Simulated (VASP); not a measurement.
Wanted: the native input for a VASP 6.6.1 run.

| Property | Result |
| --- | --- |
| Task | single point |
| Functional | PBE |
| Potentials or basis | VASP PAW PBE potentials, release 64 (Pt_sv_GW) |
| Cutoff | 570 eV |
| k mesh | 14 × 14 × 14 |
| Occupations | fermi-dirac, width 0.08 eV |
| Spin | no spin polarisation |
| Dipole correction | no |
| Further INCAR settings | ALGO = Normal; EDIFF = 1e-06; NBANDS = 25 |

The structure of Pt lies in POSCAR:

```
Pt
1.0
    0.0000000000      2.3098266922      2.3098266922
    2.3098266922      0.0000000000      2.3098266922
    2.3098266922      2.3098266922      0.0000000000
Pt
2
Direct
   -0.1250000000     -0.1250000000     -0.1250000000
    0.1250000000      0.1250000000      0.1250000000
```

This isn't the form of Pt at room conditions, which is fcc.

These files were run (other wordings do the same):

INCAR

```
SYSTEM = Pt
ALGO = Normal ; EDIFF = 1E-6
ENCUT = 570 ; GGA = PE
GGA_COMPAT = .FALSE. ; ISIF = 2
ISMEAR = -1 ; LASPH = .TRUE.
LCHARG = .FALSE. ; LREAL = .FALSE.
LWAVE = .FALSE. ; NBANDS = 25
NELM = 120 ; PREC = Accurate
SIGMA = 0.08
```

KPOINTS

```
k-points
0
G
  14 14 14
  0 0 0
```

Potentials or basis: VASP PAW PBE potentials, release 64 (Pt_sv_GW).

Launch:

```console
$ cat potpaw_PBE.64/Pt_sv_GW/POTCAR > POTCAR
$ mpirun -np 1 vasp_std > vasp.out
```

It gave:

| Item | Value |
| --- | --- |
| Pressure | 423.9 GPa |
| Band gap on the k mesh | zero (bands 18 and 19 overlap by 1.38 eV) |

Caveat: the cell stands under pressure; spin-orbit coupling is left out, which moves the levels of the heavy elements.

Run time: 45 s on 1 thread of Intel(R) Xeon(R) Platinum 8488C (Sapphire Rapids), on a shared host, peak memory 0.2 GiB.
